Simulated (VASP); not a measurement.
# SiNi3 (Pm-3m) in VASP: further runs

SiNi3 is run at these levels: PBE; tasks: relaxation of cell and atoms, single point.

All numbers are computed with VASP 6.6.1; they aren't measurements. Logs are shortened: lines on timing, memory, paths and dates and some standing lists are left out, and cuts for length are marked.

## Step 1: The cell of the first run

It takes space group Pm-3m (No. 221, cubic). The conventional cell has a = 3.456 Å, b = 3.456 Å, c = 3.456 Å, α = 90.00°, β = 90.00°, γ = 90.00°. Si (site symmetry m-3m) has 12 Ni at 2.44 Å within 3.2 Å. Within 3.2 Å of Ni (site symmetry 4/mmm) lie 4 Si at 2.44 Å and 8 Ni at 2.44 Å.

## Step 2: Relaxation of cell and atoms, PBE, target pressure 10 GPa, at which the enthalpy is minimised

INCAR reads:

```
ALGO = Fast
EDIFF = 1E-6
EDIFFG = -0.008
ENCUT = 600
GGA = PE
IBRION = 2
ISIF = 3
ISMEAR = 0
LASPH = True
LCHARG = False
LREAL = False
LWAVE = False
NELM = 100
NSW = 70
PREC = Accurate
PSTRESS = 100.0
SIGMA = 0.1
```

KPOINTS reads:

```
k-points
0
Gamma
  12 12 12
```

POSCAR reads:

```
SiNi3
1.0
    3.4563799428      0.0000000000      0.0000000000
    0.0000000000      3.4563799428      0.0000000000
    0.0000000000      0.0000000000      3.4563799428
Si Ni
1 3
Direct
    0.0000000000      0.0000000000      0.0000000000
    0.0000000000      0.5000000000      0.5000000000
    0.5000000000      0.0000000000      0.5000000000
    0.5000000000      0.5000000000      0.0000000000
```

Potentials or basis: VASP PAW PBE potentials, release 64 (Si, Ni).

Run with:

```bash
> cat potpaw_PBE.64/Si/POTCAR potpaw_PBE.64/Ni/POTCAR > POTCAR
> mpirun -np 1 vasp_std > vasp.out
```

OUTCAR:

```text
EDIFF = 1E-6
   EDIFFG = -0.008
   ENCUT = 600
   GGA = PE
   IBRION = 2
   ISIF = 3
   ISMEAR = 0
   LASPH = True
   LREAL = False
   NELM = 100
   NSW = 70
   PREC = Accurate
   PSTRESS = 100.0

 ion  position               nearest neighbor table
   1  0.000  0.000  0.000-   2 2.44   3 2.44   4 2.44   2 2.44   3 2.44   2 2.44   4 2.44   2 2.44
                             3 2.44   4 2.44   3 2.44   4 2.44
   2  0.000  0.500  0.500-   1 2.44   3 2.44   4 2.44   1 2.44   4 2.44   1 2.44   3 2.44   1 2.44
                             3 2.44   4 2.44   4 2.44   3 2.44
   3  0.500  0.000  0.500-   1 2.44   2 2.44   4 2.44   1 2.44   4 2.44   2 2.44   4 2.44   4 2.44
                             1 2.44   2 2.44   1 2.44   2 2.44
   4  0.500  0.500  0.000-   1 2.44   2 2.44   3 2.44   2 2.44   3 2.44   1 2.44   3 2.44   3 2.44
                             1 2.44   2 2.44   2 2.44   1 2.44

  LATTYP: Found a simple cubic cell.
 ALAT       =     3.4563799428

  Lattice vectors:

 A1 = (   3.4563799428,   0.0000000000,   0.0000000000)
 A2 = (   0.0000000000,   3.4563799428,   0.0000000000)
 A3 = (   0.0000000000,   0.0000000000,   3.4563799428)

Analysis of symmetry for initial positions (statically):
=====================================================================
 Subroutine PRICEL returns:
 Original cell was already a primitive cell.

 Routine SETGRP: Setting up the symmetry group for a
 simple cubic supercell.

 Subroutine GETGRP returns: Found 48 space group operations
 (whereof 48 operations were pure point group operations)
 out of a pool of 48 trial point group operations.

The static configuration has the point symmetry O_h .

Analysis of symmetry for dynamics (positions and initial velocities):
=====================================================================
 Subroutine PRICEL returns:
 Original cell was already a primitive cell.

 Routine SETGRP: Setting up the symmetry group for a
 simple cubic supercell.

 Subroutine GETGRP returns: Found 48 space group operations
 (whereof 48 operations were pure point group operations)
 out of a pool of 48 trial point group operations.

The dynamic configuration has the point symmetry O_h .

 Subroutine INISYM returns: Found 48 space group operations
 (whereof 48 operations are pure point group operations),
 and found     1 'primitive' translations

----------------------------------------------------------------------------------------

                                     Primitive cell

  volume of cell :      41.2919

  direct lattice vectors                    reciprocal lattice vectors
     3.456379943  0.000000000  0.000000000     0.289320045  0.000000000  0.000000000
     0.000000000  3.456379943  0.000000000     0.000000000  0.289320045  0.000000000
     0.000000000  0.000000000  3.456379943     0.000000000  0.000000000  0.289320045

  length of vectors
     3.456379943  3.456379943  3.456379943     0.289320045  0.289320045  0.289320045

  position of ions in fractional coordinates (direct lattice)
     0.000000000  0.000000000  0.000000000
     0.000000000  0.500000000  0.500000000
     0.500000000  0.000000000  0.500000000
     0.500000000  0.500000000  0.000000000

  ion indices of the primitive-cell ions
   primitive index   ion index
                 1           1
                 2           2
                 3           3
                 4           4

----------------------------------------------------------------------------------------

 KPOINTS: k-points

Automatic generation of k-mesh.
 Grid dimensions read from file:
 generate k-points for:   12   12   12

 Generating k-lattice:

  Cartesian coordinates                     Fractional coordinates (reciprocal lattice)
     0.024110004  0.000000000  0.000000000     0.083333333  0.000000000  0.000000000
     0.000000000  0.024110004  0.000000000     0.000000000  0.083333333  0.000000000
     0.000000000  0.000000000  0.024110004     0.000000000  0.000000000  0.083333333

  Length of vectors
     0.024110004  0.024110004  0.024110004

  Shift w.r.t. Gamma in fractional coordinates (k-lattice)
     0.000000000  0.000000000  0.000000000

 Subroutine IBZKPT returns following result:
 ===========================================

 Found     84 irreducible k-points:

 Following reciprocal coordinates:
            Coordinates               Weight
  0.000000  0.000000  0.000000      1.000000
  0.083333  0.000000  0.000000      6.000000
  0.166667  0.000000  0.000000      6.000000
  0.250000  0.000000  0.000000      6.000000
  0.333333  0.000000  0.000000      6.000000
  0.416667  0.000000  0.000000      6.000000
[... 16 lines left out ...]
  0.333333  0.333333  0.000000     12.000000
  0.416667  0.333333  0.000000     24.000000
 [... further k-points ...]
   k-points           NKPTS =     84   k-points in BZ     NKDIM =     84   number of bands    NBANDS=     21
   number of dos      NEDOS =    301   number of ions     NIONS =      4
   total plane-waves  NPLWV =  21952
   dimension x,y,z NGX =    28 NGY =   28 NGZ =   28
   dimension x,y,z NGXF=    56 NGYF=   56 NGZF=   56
   ions per type =               1   3
   NGX,Y,Z   is equivalent  to a cutoff of  13.47, 13.47, 13.47 a.u.
   NGXF,Y,Z  is equivalent  to a cutoff of  26.94, 26.94, 26.94 a.u.
 SYSTEM =  unknown system
   PREC   = accura    normal or accurate (medium, high low for compatibility)
   ISTART =      0    job   : 0-new  1-cont  2-samecut
   ICHARG =      2    charge: 1-file 2-atom 10-const
   ISPIN  =      1    spin polarized calculation?
   LNONCOLLINEAR =      F non collinear calculations
   LSORBIT =      F    spin-orbit coupling
   LASPH  =      T    aspherical Exc in radial PAW
   ENCUT  =  600.0 eV  44.10 Ry    6.64 a.u.   6.90  6.90  6.90*2*pi/ulx,y,z
   NELM   =    100;   NELMIN=  2; NELMDL= -5     # of ELM steps
   EDIFF  = 0.1E-05   stopping-criterion for ELM
   LREAL  =      F    real-space projection
   EDIFFG = -.8E-02   stopping-criterion for IOM
   NSW    =     70    number of steps for IOM
   IBRION =      2    ionic relax: 0-MD 1-quasi-New 2-CG
   NFREE  =      1    steps in history (QN), initial steepest desc. (CG)
   ISIF   =      3    stress and relaxation
   ISYM   =      2    0-nonsym 1-usesym 2-fastsym
   POTIM  = 0.5000    time-step for ionic-motion
   TEBEG  =    0.0;   TEEND  =   0.0 temperature during run
   PSTRESS=  100.0 pullay stress
   NELECT =      34.0000    total number of electrons
   NUPDOWN=      -1.0000    fix difference up-down
   EMIN   =  10.00;   EMAX   =-10.00  energy-range for DOS
   EFERMI =   0.00;   METHOD = LEGACY
   ISMEAR =     0;   SIGMA  =   0.10  broadening in eV -4-tet -1-fermi 0-gaus
   EFERMI_NEDOS =   21; number of points for ismear=-14 and -15
   IALGO  =     68    algorithm
   IMIX   =      4    mixing-type and parameters
     AMIX     =   0.40;   BMIX     =  1.00
     AMIX_MAG =   1.60;   BMIX_MAG =  1.00
  volume/ion in A,a.u.               =      10.32        69.66
  Fermi-wavevector in a.u.,A,eV,Ry     =   1.534427  2.899647 32.034472  2.354467
  Thomas-Fermi vector in A             =   2.641357
   LORBIT       =      0    0 simple, 1 ext, 2 COOP (PROOUT), +10 PAW based schemes
   GGA     = PE    functional components
   LHFCALC =     F    Hartree Fock is set to
   AEXX    =    0.0000 exact exchange contribution
   IVDW    =     0    specifies the selected vdW correction
   LEPSILON=     F    determine dielectric tensor
   LRPA    =     F    only Hartree local field effects (RPA)
 conjugate gradient relaxation of ions
 non-spin polarized calculation
 RMM-DIIS sequential band-by-band and
 Gauss-broadening in eV      SIGMA  =   0.10
  energy-cutoff  :      600.00
  volume of cell :       41.29
 maximum number of plane-waves:      1406
 NGX is ok and might be reduce to    28
   NGX = 13   NGY = 13   NGZ = 13

--------------------------------------- Ionic step        1  -------------------------------------------

 number of electron      33.9999970 magnetization

 Free energy of the ion-electron system (eV)
  ---------------------------------------------------
  ext. energy  EPLUGINS =         0.00000000
  ---------------------------------------------------
  free energy    TOTEN  =       -23.63021677 eV

  energy without entropy =      -23.62016974  energy(sigma->0) =      -23.62519325

------------------------ aborting loop because EDIFF is reached ----------------------------------------

  FORCE on cell =-STRESS in cart. coord.  units (eV):
  Direction    XX          YY          ZZ          XY          YZ          ZX
  --------------------------------------------------------------------------------------
  -------------------------------------------------------------------------------------
  Total        2.4792086      2.4792086      2.4792086     -0.0000000     -0.0000000      0.0000000
  in kB       96.1964880     96.1964880     96.1964880     -0.0000000     -0.0000000      0.0000000
  external PRESSURE =      -3.8035120 kB  Pullay stress =     100.0000000 kB
[... 145 lines left out ...]
  enthalpy is  TOTEN    =       -21.0529778845 eV   P V=        2.5764107397

--------------------------------------- Ionic step        5  -------------------------------------------

 number of electron      33.9999970 magnetization

 Free energy of the ion-electron system (eV)
  ---------------------------------------------------
  ext. energy  EPLUGINS =         0.00000000
  ---------------------------------------------------
  free energy    TOTEN  =       -23.62978576 eV

  energy without entropy =      -23.61974416  energy(sigma->0) =      -23.62476496

 E-fermi :  11.3147     XC(G=0): -13.3362

 val. band max:       11.3081337455   @ k =   0.0833   0.0833   0.0000
 cond. band min:      11.3374495894   @ k =   0.4167   0.4167   0.3333
 fundamental gap:      0.0293158439
 Fermi energy:        11.3147475830

 k-point     1 :       0.0000    0.0000    0.0000
  band No.  band energies     occupation
      1      -0.9586      2.00000
      2       6.1631      2.00000
      3       7.0004      2.00000
      4       7.0004      2.00000
      5       7.5500      2.00000
      6       7.5500      2.00000
[... 550 lines left out ...]
      5       7.5823      2.00000
      6       8.2311      2.00000
[... 13 lines left out ...]
     20      15.9229      0.00000
     21      17.5993      0.00000

 [... further k-points ...]
[... 5 lines left out ...]
  --------------------------------------------------------------------------------------
  -------------------------------------------------------------------------------------
  Total        2.5876023      2.5876023      2.5876023      0.0000000      0.0000000      0.0000000
  in kB      100.4190274    100.4190274    100.4190274      0.0000000      0.0000000      0.0000000
  external PRESSURE =       0.4190274 kB  Pullay stress =     100.0000000 kB
[... 19 lines left out ...]
  FREE ENERGIE OF THE ION-ELECTRON SYSTEM (eV)
  ---------------------------------------------------
  free  energy   TOTEN  =       -23.6297857583 eV

  energy  without entropy=      -23.6197441557  energy(sigma->0) =      -23.62476496

  enthalpy is  TOTEN    =       -21.0529810069 eV   P V=        2.5768047514

 reached required accuracy - stopping structural energy minimisation
```

Wall time 2.2 min (1 thread of Intel Xeon Platinum 8488C (Sapphire Rapids), shared host); peak memory 0.21 GiB.

What came out:

| Quantity | Value |
| --- | --- |
| Free energy | -23.6298 eV |
| Relaxed volume | 10.32 Å³/atom |
| Relaxed cell | a = 3.456 Å, b = 3.456 Å, c = 3.456 Å, α = 90.00°, β = 90.00°, γ = 90.00° |
| Space group after relaxing (to 0.05 Å) | Pm-3m (No. 221) |
| Energy change on relaxing (the enthalpy is what falls) | +0.1 meV/atom |
| Ionic steps | 5 |
| Pressure after relaxing | 10.0 GPa |
| Band gap on the k mesh | zero (band 17 reaches 11.35 eV, above the bottom of band 18 at 11.10 eV) |

Step by step:
```
step  energy change (eV)  largest force (eV/Å)  pressure (GPa)  volume (Å³)
   1              0.0000                0.0000            9.62        41.29
   2              0.0096                0.0000           11.01        41.15
   3              0.0016                0.0000           10.36        41.27
   4              0.0008                0.0000           10.15        41.28
   5              0.0004                0.0000           10.04        41.28
```

Final structure:
```
Si Ni
1.0
     3.45619    0.00000    0.00000
     0.00000    3.45619    0.00000
     0.00000    0.00000    3.45619
Si Ni
1 3
Direct
  0.00000 0.00000 0.00000
  0.00000 0.50000 0.50000
  0.50000 0.00000 0.50000
  0.50000 0.50000 0.00000
```

Caveat: the cell is relaxed towards a set pressure, so the enthalpy falls and the energy may rise. Spin polarisation is off, so any magnetic state and its effect on volume and gap are missing.

## Step 3: Relaxation of cell and atoms, PBE, target pressure 5 GPa, at which the enthalpy is minimised

This run uses another cell than the first one, of 10.54 Å³/atom, 1.021 times its volume.

INCAR reads:

```
ALGO = Normal
EDIFF = 1E-6
EDIFFG = -0.008
ENCUT = 600
GGA = PE
IBRION = 2
ISIF = 3
ISMEAR = 0
LASPH = True
LCHARG = False
LREAL = False
LWAVE = False
NELM = 80
NSW = 70
PREC = Accurate
PSTRESS = 50.0
SIGMA = 0.1
```

KPOINTS is that of step 2.

POSCAR reads:

```
SiNi3
1.0
    3.4800819133      0.0000000000      0.0000000000
    0.0000000000      3.4800819133      0.0000000000
    0.0000000000      0.0000000000      3.4800819133
Si Ni
1 3
Direct
    0.0000000000      0.0000000000      0.0000000000
    0.0000000000      0.5000000000      0.5000000000
    0.5000000000      0.0000000000      0.5000000000
    0.5000000000      0.5000000000      0.0000000000
```

Potentials or basis: VASP PAW PBE potentials, release 64 (Si, Ni).

Run with:

```bash
> cat potpaw_PBE.64/Si/POTCAR potpaw_PBE.64/Ni/POTCAR > POTCAR
> mpirun -np 1 vasp_std > vasp.out
```

Wall time 47 s (1 thread of Intel Xeon Platinum 8488C (Sapphire Rapids), shared host); peak memory 0.21 GiB.

Results (log left out):

```yaml
Free_energy: -23.6703 eV
Pressure_after_relaxing: 4.9 GPa
Band_gap_on_the_k_mesh: zero (band 17 reaches 11.03 eV, above the bottom of band 18 at 10.78 eV)
```

Final structure:
```
Si Ni
1.0
     3.48008    0.00000    0.00000
     0.00000    3.48008    0.00000
     0.00000    0.00000    3.48008
Si Ni
1 3
Direct
  0.00000 0.00000 0.00000
  0.00000 0.50000 0.50000
  0.50000 0.00000 0.50000
  0.50000 0.50000 0.00000
```

Levels at points of the mesh, in eV from the Fermi level:
```csv
k point,band 15,band 16,band 17,band 18,band 19,band 20
"(0.00, 0.00, 0.00)",-0.64,-0.31,0.03,0.03,0.03,5.04
"(0.50, 0.00, 0.00)",-1.18,-0.57,0.04,3.69,3.69,5.32
"(0.50, 0.50, 0.00)",-1.14,-1.05,-0.98,0.67,0.67,5.73
"(0.50, 0.50, 0.50)",-1.28,-0.44,-0.21,-0.21,-0.21,1.30
```

Caveat: the relaxation stopped at its first step, so nothing moved; the cell is relaxed towards a set pressure, so the enthalpy falls and the energy may rise.

## Step 4: Single point, PBE

This run uses another cell than the first one, of 10.78 Å³/atom, 1.044 times its volume.

INCAR reads:

```
SYSTEM = SiNi3
PREC = Accurate
ENCUT = 520
EDIFF = 1E-6
ISMEAR = 0
SIGMA = 0.1
LREAL = .False.
LASPH = .True.
NELM = 80
ALGO = Fast
ISIF = 2
LWAVE = .False.
LCHARG = .True.
GGA = PE
LELF = .True.
LVHAR = .True.
NBANDS = 25
```

KPOINTS reads:

```
Automatic mesh
0
Gamma
  14 14 14
  0 0 0
```

POSCAR reads:

```
SiNi3
1.0
    3.5062596482      0.0000000000      0.0000000000
    0.0000000000      3.5062596482      0.0000000000
    0.0000000000      0.0000000000      3.5062596482
Si Ni
1 3
Direct
    0.0000000000      0.0000000000      0.0000000000
    0.0000000000      0.5000000000      0.5000000000
    0.5000000000      0.0000000000      0.5000000000
    0.5000000000      0.5000000000      0.0000000000
```

Run with:

```bash
> cat potpaw_PBE.64/Si/POTCAR potpaw_PBE.64/Ni/POTCAR > POTCAR
> mpirun -np 1 vasp_std > vasp.out
```

It took 58 s on 1 thread of Intel Xeon 6975P-C (Granite Rapids), shared host; peak memory 0.22 GiB.

Results (log left out):

| Quantity | Value |
| --- | --- |
| Free energy | -23.6859 eV |
| Pressure | 0.1 GPa |
| Band gap on the k mesh | zero (band 17 reaches 10.69 eV, above the bottom of band 18 at 10.45 eV) |

Levels at points of the mesh, in eV from the Fermi level:
| k point | band 15 | band 16 | band 17 | band 18 | band 19 | band 20 |
| --- | --- | --- | --- | --- | --- | --- |
| (0.00, 0.00, 0.00) | -0.62 | -0.30 | 0.03 | 0.03 | 0.03 | 4.82 |
| (0.50, 0.00, 0.00) | -1.14 | -0.56 | 0.03 | 3.60 | 3.60 | 5.20 |
| (0.50, 0.50, 0.00) | -1.11 | -1.01 | -0.94 | 0.65 | 0.65 | 5.59 |
| (0.50, 0.50, 0.50) | -1.24 | -0.39 | -0.21 | -0.21 | -0.21 | 1.20 |

Spin polarisation is off, so any magnetic state and its effect on volume and gap are missing.

[end of part 1 of 2]
